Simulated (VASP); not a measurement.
A run of VASP 6.6.1:

File INCAR:

```
SYSTEM = MgCuGe
PREC = Accurate ; ENCUT = 520
EDIFF = 1E-6 ; ISMEAR = -1
SIGMA = 0.15 ; LREAL = .FALSE.
LASPH = .TRUE. ; NELM = 100
ALGO = Normal ; ISIF = 2
LWAVE = .FALSE. ; LCHARG = .FALSE.
GGA = PS ; NBANDS = 36
```

KPOINTS

```
regular mesh
0
G
  6 6 4
  0 0 0
```

Contents of POSCAR:

```
MgCuGe
1.0
    4.0053020000      0.0000000000      0.0000000000
    0.0000000000      4.0053020000      0.0000000000
    0.0000000000      0.0000000000      6.3947530000
Mg Cu Ge
2 2 2
Direct
    0.0000000000      0.0000000000      0.0000000000
    0.5000000000      0.5000000000      0.0000000000
    0.0000000000      0.5000000000      0.2980420000
    0.5000000000      0.0000000000      0.7019580000
    0.0000000000      0.5000000000      0.6779820000
    0.5000000000      0.0000000000      0.3220180000
```

Potentials or basis: VASP PAW PBE potentials, release 64 (Mg, Cu, Ge_d).

The run is started by

```console
$ cat potpaw_PBE.64/Mg/POTCAR potpaw_PBE.64/Cu/POTCAR potpaw_PBE.64/Ge_d/POTCAR > POTCAR
$ mpirun -np 1 vasp_std > vasp.out
```

Hardware: 1 thread of Oxide Virtual Turin-like Processor, with other jobs on the host.

Q: Estimate the wall time of this run.

A: It took 2.7 min on 1 thread of Oxide Virtual Turin-like Processor (shared host), peak memory 0.23 GiB. Counts: scf iterations 15, k points 30.
